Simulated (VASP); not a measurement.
# Ta (P6_3/mmc) in VASP: a series of runs

The runs below take Ta through single point, with r2SCAN.

Everything below comes from runs of VASP 6.6.1. Logs are shortened: lines on timing, memory, paths and dates and some standing lists are left out, and cuts for length are marked.

## 1. The cell of the first run

The structure is hexagonal, space group P6_3/mmc (No. 194). The conventional cell has a = 2.599 Å, b = 2.599 Å, c = 5.118 Å, α = 90.00°, β = 90.00°, γ = 120.00°. Within 3.4 Å of Ta (site symmetry -6m2) lie 12 Ta at 2.60 to 2.97 Å.

This isn't the form of Ta at room conditions, which is bcc.

## 2. Single point, r2SCAN (strain -0.1000 x Voigt [1, 1, 0, 0, 0, 0])

The input, POSCAR:

```
Ta
1.0
    2.5991897495      0.0000000000      0.0000000000
   -1.2995948748      2.2509643523      0.0000000000
    0.0000000000      0.0000000000      5.1181138697
Ta
2
Direct
    0.6666666667      0.3333333333      0.7500000000
    0.3333333333      0.6666666667      0.2500000000
```

The input, INCAR.step1:

```
ALGO = Normal
EDIFF = 1E-4
ENCUT = 520
GGA = PE
ISMEAR = 0
LASPH = True
LCHARG = False
LREAL = False
LWAVE = True
NBANDS = 18
NELM = 80
PREC = Accurate
SIGMA = 0.15
```

The input, INCAR.step2:

```
ALGO = Normal
EDIFF = 1E-7
ENCUT = 520
ISIF = 2
ISMEAR = 0
ISTART = 1
LASPH = True
LCHARG = False
LMIXTAU = True
LREAL = False
LWAVE = False
METAGGA = R2SCAN
NBANDS = 18
NELM = 80
PREC = Accurate
SIGMA = 0.15
```

The input, KPOINTS:

```
k-points
0
Gamma
  24 24 12
```

Potentials or basis: VASP PAW PBE potentials, release 64 (Ta_pv).

On the command line:

```console
$ cat potpaw_PBE.64/Ta_pv/POTCAR > POTCAR
$ cp INCAR.step1 INCAR
$ mpirun -np 1 vasp_std > vasp.out
$ cp INCAR.step2 INCAR
$ mpirun -np 1 vasp_std > vasp.out
```

OUTCAR:

```text
EDIFF = 1E-7
   ENCUT = 520
   ISIF = 2
   ISMEAR = 0
   ISTART = 1
   LASPH = True
   LREAL = False
   METAGGA = R2SCAN
   NELM = 80
   PREC = Accurate

 ion  position               nearest neighbor table
   1  0.667  0.333  0.750-   2 2.97   2 2.97   2 2.97   2 2.97   2 2.97   2 2.97
   2  0.333  0.667  0.250-   1 2.97   1 2.97   1 2.97   1 2.97   1 2.97   1 2.97

  LATTYP: Found a hexagonal cell.
 ALAT       =     2.5991897495
 C/A-ratio  =     1.9691189805

  Lattice vectors:

 A1 = (   2.5991897495,   0.0000000000,   0.0000000000)
 A2 = (  -1.2995948748,   2.2509643523,   0.0000000000)
 A3 = (   0.0000000000,   0.0000000000,   5.1181138697)

Analysis of symmetry for initial positions (statically):
=====================================================================
 Subroutine PRICEL returns:
 Original cell was already a primitive cell.

 Routine SETGRP: Setting up the symmetry group for a
 hexagonal supercell.

 Subroutine GETGRP returns: Found 24 space group operations
 (whereof 12 operations were pure point group operations)
 out of a pool of 24 trial point group operations.

The static configuration has the point symmetry D_3d.
 The point group associated with its full space group is D_6h.

Analysis of symmetry for dynamics (positions and initial velocities):
=====================================================================
 Subroutine PRICEL returns:
 Original cell was already a primitive cell.

 Routine SETGRP: Setting up the symmetry group for a
 hexagonal supercell.

 Subroutine GETGRP returns: Found 24 space group operations
 (whereof 12 operations were pure point group operations)
 out of a pool of 24 trial point group operations.

The dynamic configuration has the point symmetry D_3d.
 The point group associated with its full space group is D_6h.

 Subroutine INISYM returns: Found 24 space group operations
 (whereof 12 operations are pure point group operations),
 and found     1 'primitive' translations

----------------------------------------------------------------------------------------

                                     Primitive cell

  volume of cell :      29.9445

  direct lattice vectors                    reciprocal lattice vectors
     2.599189749  0.000000000  0.000000000     0.384735282  0.222127018  0.000000000
    -1.299594875  2.250964352  0.000000000     0.000000000  0.444254037  0.000000000
     0.000000000  0.000000000  5.118113870     0.000000000  0.000000000  0.195384477

  length of vectors
     2.599189749  2.599189750  5.118113870     0.444254037  0.444254037  0.195384477

  position of ions in fractional coordinates (direct lattice)
     0.666666667  0.333333333  0.750000000
     0.333333333  0.666666667  0.250000000

  ion indices of the primitive-cell ions
   primitive index   ion index
                 1           1
                 2           2

----------------------------------------------------------------------------------------

 KPOINTS: k-points

Automatic generation of k-mesh.
 Grid dimensions read from file:
 generate k-points for:   24   24   12

 Generating k-lattice:

  Cartesian coordinates                     Fractional coordinates (reciprocal lattice)
     0.016030637  0.009255292  0.000000000     0.041666667  0.000000000  0.000000000
     0.000000000  0.018510585  0.000000000     0.000000000  0.041666667  0.000000000
     0.000000000  0.000000000  0.016282040     0.000000000  0.000000000  0.083333333

  Length of vectors
     0.018510585  0.018510585  0.016282040

  Shift w.r.t. Gamma in fractional coordinates (k-lattice)
     0.000000000  0.000000000  0.000000000

 Subroutine IBZKPT returns following result:
 ===========================================

 Found    427 irreducible k-points:

 Following reciprocal coordinates:
            Coordinates               Weight
  0.000000  0.000000  0.000000      1.000000
  0.041667  0.000000  0.000000      6.000000
  0.083333  0.000000  0.000000      6.000000
  0.125000  0.000000  0.000000      6.000000
  0.166667  0.000000  0.000000      6.000000
  0.208333  0.000000  0.000000      6.000000
[... 16 lines left out ...]
  0.416667  0.041667  0.000000     12.000000
  0.458333  0.041667  0.000000     12.000000
 [... further k-points ...]
   k-points           NKPTS =    427   k-points in BZ     NKDIM =    427   number of bands    NBANDS=     18
   number of dos      NEDOS =    301   number of ions     NIONS =      2
   total plane-waves  NPLWV =  16000
   dimension x,y,z NGX =    20 NGY =   20 NGZ =   40
   dimension x,y,z NGXF=    40 NGYF=   40 NGZF=   80
   ions per type =               2
   NGX,Y,Z   is equivalent  to a cutoff of  12.79, 12.79, 12.99 a.u.
   NGXF,Y,Z  is equivalent  to a cutoff of  25.58, 25.58, 25.99 a.u.
 SYSTEM =  unknown system
   PREC   = accura    normal or accurate (medium, high low for compatibility)
   ISTART =      1    job   : 0-new  1-cont  2-samecut
   ICHARG =      0    charge: 1-file 2-atom 10-const
   ISPIN  =      1    spin polarized calculation?
   LNONCOLLINEAR =      F non collinear calculations
   LSORBIT =      F    spin-orbit coupling
   LASPH  =      T    aspherical Exc in radial PAW
   ENCUT  =  520.0 eV  38.22 Ry    6.18 a.u.   4.83  4.83  9.52*2*pi/ulx,y,z
   NELM   =     80;   NELMIN=  2; NELMDL=  0     # of ELM steps
   EDIFF  = 0.1E-06   stopping-criterion for ELM
   LREAL  =      F    real-space projection
   EDIFFG = 0.1E-05   stopping-criterion for IOM
   NSW    =      0    number of steps for IOM
   IBRION =     -1    ionic relax: 0-MD 1-quasi-New 2-CG
   NFREE  =      0    steps in history (QN), initial steepest desc. (CG)
   ISIF   =      2    stress and relaxation
   ISYM   =      2    0-nonsym 1-usesym 2-fastsym
   POTIM  = 0.5000    time-step for ionic-motion
   TEBEG  =    0.0;   TEEND  =   0.0 temperature during run
   PSTRESS=    0.0 pullay stress
   NELECT =      22.0000    total number of electrons
   NUPDOWN=      -1.0000    fix difference up-down
   EMIN   =  10.00;   EMAX   =-10.00  energy-range for DOS
   EFERMI =   0.00;   METHOD = LEGACY
   ISMEAR =     0;   SIGMA  =   0.15  broadening in eV -4-tet -1-fermi 0-gaus
   EFERMI_NEDOS =   21; number of points for ismear=-14 and -15
   IALGO  =     38    algorithm
   IMIX   =      4    mixing-type and parameters
     AMIX     =   0.40;   BMIX     =  1.00
     AMIX_MAG =   1.60;   BMIX_MAG =  1.00
  volume/ion in A,a.u.               =      14.97       101.04
  Fermi-wavevector in a.u.,A,eV,Ry     =   1.477214  2.791531 29.690123  2.182162
  Thomas-Fermi vector in A             =   2.591646
   LORBIT       =      0    0 simple, 1 ext, 2 COOP (PROOUT), +10 PAW based schemes
   METAGGA = R2SCAN    functional components
   LHFCALC =     F    Hartree Fock is set to
   AEXX    =    0.0000 exact exchange contribution
   IVDW    =     0    specifies the selected vdW correction
   LEPSILON=     F    determine dielectric tensor
   LRPA    =     F    only Hartree local field effects (RPA)
 non-spin polarized calculation
 Gauss-broadening in eV      SIGMA  =   0.15
  energy-cutoff  :      520.00
  volume of cell :       29.94
 maximum number of plane-waves:       824
 NGX is ok and might be reduce to    20
   NGX =  9   NGY =  9   NGZ = 19

 number of electron      22.0000004 magnetization

 Free energy of the ion-electron system (eV)
  ---------------------------------------------------
  ext. energy  EPLUGINS =         0.00000000
  ---------------------------------------------------
  free energy    TOTEN  =       -95.06582947 eV

  energy without entropy =      -95.04314002  energy(sigma->0) =      -95.05448474

 E-fermi :   7.4463     XC(G=0): -14.8281

 val. band max:        7.4432116774   @ k =   0.3333   0.0417   0.1667
 cond. band min:       7.4463595597   @ k =   0.3750   0.0417   0.1667
 fundamental gap:      0.0031478823
 Fermi energy:         7.4463405956

 k-point     1 :       0.0000    0.0000    0.0000
  band No.  band energies     occupation
      1     -28.4000      2.00000
      2     -27.0117      2.00000
      3     -26.2441      2.00000
      4     -26.2441      2.00000
      5     -26.1514      2.00000
      6     -26.1514      2.00000
[... 10 lines left out ...]
     17      14.6983      0.00000
     18      14.6983      0.00000

 k-point     2 :       0.0417    0.0000    0.0000
  band No.  band energies     occupation
      1     -28.3871      2.00000
      2     -27.0090      2.00000
      3     -26.2990      2.00000
      4     -26.2570      2.00000
      5     -26.2074      2.00000
      6     -26.1616      2.00000
[... 10 lines left out ...]
     17      14.7289      0.00000
     18      14.8658      0.00000

 k-point     3 :       0.0833    0.0000    0.0000
  band No.  band energies     occupation
      1     -28.3490      2.00000
      2     -27.0012      2.00000
      3     -26.4586      2.00000
      4     -26.3691      2.00000
      5     -26.2945      2.00000
      6     -26.1915      2.00000
[... 10 lines left out ...]
     17      14.7965      0.00000
     18      15.2755      0.00000

 k-point     4 :       0.1250    0.0000    0.0000
  band No.  band energies     occupation
      1     -28.2874      2.00000
      2     -26.9896      2.00000
      3     -26.7079      2.00000
      4     -26.6187      2.00000
      5     -26.3531      2.00000
      6     -26.2393      2.00000
[... 375 lines left out ...]
      4     -26.9762      2.00000
      5     -26.8978      2.00000
      6     -26.7176      2.00000
[... 10 lines left out ...]
     17      16.2401      0.00000
     18      18.1250      0.00000

 k-point    23 :       0.4167    0.0417    0.0000
  band No.  band energies     occupation
      1     -28.9680      2.00000
      2     -28.8054      2.00000
      3     -27.4937      2.00000
      4     -26.9982      2.00000
      5     -26.9416      2.00000
      6     -26.7567      2.00000
[... 10 lines left out ...]
     17      17.2162      0.00000
     18      18.5612      0.00000

 k-point    24 :       0.4583    0.0417    0.0000
  band No.  band energies     occupation
      1     -29.0511      2.00000
      2     -28.8847      2.00000
      3     -27.4437      2.00000
      4     -27.0150      2.00000
      5     -26.9642      2.00000
      6     -26.7769      2.00000
[... 10 lines left out ...]
     17      17.7856      0.00000
     18      18.6379      0.00000

 [... further k-points ...]

------------------------ aborting loop because EDIFF is reached ----------------------------------------

  FORCE on cell =-STRESS in cart. coord.  units (eV):
  Direction    XX          YY          ZZ          XY          YZ          ZX
  --------------------------------------------------------------------------------------
  -------------------------------------------------------------------------------------
  Total       15.3127345     15.3127345      6.2104117     -0.0000000     -0.0000000      0.0000000
  in kB      819.3072339    819.3072339    332.2878231     -0.0000000     -0.0000000      0.0000000
  external PRESSURE =     656.9674303 kB  Pullay stress =       0.0000000 kB

 VOLUME and BASIS-vectors are now :
 -----------------------------------------------------------------------------
  energy-cutoff  :      520.00
  volume of cell :       29.94
      direct lattice vectors                 reciprocal lattice vectors
     2.599189749  0.000000000  0.000000000     0.384735282  0.222127018  0.000000000
    -1.299594875  2.250964352  0.000000000     0.000000000  0.444254037  0.000000000
     0.000000000  0.000000000  5.118113870     0.000000000  0.000000000  0.195384477

 POSITION                                       TOTAL-FORCE (eV/Angst)
 -----------------------------------------------------------------------------------
      1.29959      0.75032      3.83859         0.000000     -0.000000      0.000000
     -0.00000      1.50064      1.27953        -0.000000      0.000000      0.000000
 -----------------------------------------------------------------------------------
    total drift:                               -0.000000      0.000000     -0.000000

  FREE ENERGIE OF THE ION-ELECTRON SYSTEM (eV)
  ---------------------------------------------------
  free  energy   TOTEN  =       -95.0658294684 eV

  energy  without entropy=      -95.0431400170  energy(sigma->0) =      -95.05448474
```

Wall time 15 min (1 thread of Intel Xeon 8259CL, shared host); peak memory 0.3 GiB.

Results:

| Item | Value |
| --- | --- |
| Free energy | -95.0658 eV |
| Pressure | 65.7 GPa |
| Band gap on the k mesh | zero (bands 11 and 12 overlap by 3.96 eV) |

Stress tensor (GPa, compression positive):
```
81.93  0.00  0.00
 0.00 81.93  0.00
 0.00  0.00 33.23
```

Levels at points of the mesh, in eV from the Fermi level:
```csv
k point,band 9,band 10,band 11,band 12,band 13,band 14
"(0.00, 0.00, 0.00)",-2.30,-0.40,0.76,0.76,1.28,1.28
"(0.50, 0.00, 0.00)",-4.96,-1.44,0.20,0.49,1.99,7.01
"(0.00, 0.00, 0.50)",-2.38,-2.38,0.89,0.89,0.89,0.89
"(0.50, 0.00, 0.50)",-3.84,-3.84,2.67,2.67,3.94,3.94
```

Caveat: the cell differs from its parent crystal (strain -0.1000 x Voigt [1, 1, 0, 0, 0, 0]); the stress differs along the axes, from 33 to 82 GPa; the PAW data sets were made with another functional, which shifts forces and pressure a little; spin-orbit coupling is left out, which moves the levels of the heavy elements.

(Continued in part 2 of 3.)
